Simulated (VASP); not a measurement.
Wanted: the native input for a VASP 6.6.1 run.

```yaml
Task: single point
Functional: r2SCAN
Potentials_or_basis: VASP PAW PBE potentials, release 64 (K_sv, Zn, F)
Cutoff: 520 eV
k_mesh: 6 × 6 × 6
Occupations: gaussian, width 0.05 eV
Spin: no spin polarisation
Dipole_correction: no
Further_INCAR_settings: ALGO = Normal; EDIFF = 1e-06; NBANDS = 29
```

The system is KZnF3.

```
K Zn F
1.0
     3.71085    0.00000    0.00000
     0.00000    3.71085    0.00000
     0.00000    0.00000    4.82411
K Zn F
1 1 3
Direct
  0.00000 0.00000 0.00000
  0.50000 0.50000 0.50000
  0.50000 0.50000 0.00000
  0.00000 0.50000 0.50000
  0.50000 0.00000 0.50000
```

This cell differs from its parent crystal: ratio of the length along z to the lengths across it x 1.3, volume and fractional coordinates fixed.

These files were run (other wordings do the same):

POSCAR

```
KZnF3
1.0
    3.7108543247      0.0000000000      0.0000000000
    0.0000000000      3.7108543247      0.0000000000
    0.0000000000      0.0000000000      4.8241106220
K Zn F
1 1 3
Direct
    0.0000000000      0.0000000000      0.0000000000
    0.5000000000      0.5000000000      0.5000000000
    0.5000000000      0.5000000000      0.0000000000
    0.0000000000      0.5000000000      0.5000000000
    0.5000000000      0.0000000000      0.5000000000
```

INCAR.step1

```
PREC = Accurate
ENCUT = 520
ISMEAR = 0
SIGMA = 0.05
LREAL = False
LASPH = True
NELM = 80
NBANDS = 29
GGA = PE
ALGO = Normal
EDIFF = 1E-4
LWAVE = True
LCHARG = False
```

INCAR.step2

```
PREC = Accurate
ENCUT = 520
EDIFF = 1E-6
ISMEAR = 0
SIGMA = 0.05
LREAL = False
LASPH = True
NELM = 80
ALGO = Normal
ISIF = 2
LWAVE = False
LCHARG = False
METAGGA = R2SCAN
LMIXTAU = True
NBANDS = 29
ISTART = 1
```

KPOINTS

```
regular mesh
0
Gamma
  6 6 6
```

Potentials or basis: VASP PAW PBE potentials, release 64 (K_sv, Zn, F).

Launch:

```bash
$ cat potpaw_PBE.64/K_sv/POTCAR potpaw_PBE.64/Zn/POTCAR potpaw_PBE.64/F/POTCAR > POTCAR
$ cp INCAR.step1 INCAR
$ mpirun -np 1 vasp_std > vasp.out
$ cp INCAR.step2 INCAR
$ mpirun -np 1 vasp_std > vasp.out
```

It gave:

```yaml
Pressure: 8.6 GPa
Band_gap_on_the_k_mesh: 3.77 eV (least direct gap 6.24 eV)
```

Caveat: the stress differs along the axes, from -7 to 16 GPa; the PAW data sets were made with another functional, which shifts forces and pressure a little.

Run time: 2.2 min on 1 thread of Intel(R) Xeon(R) Platinum 8488C (Sapphire Rapids) (shared host), peak memory 0.22 GiB.
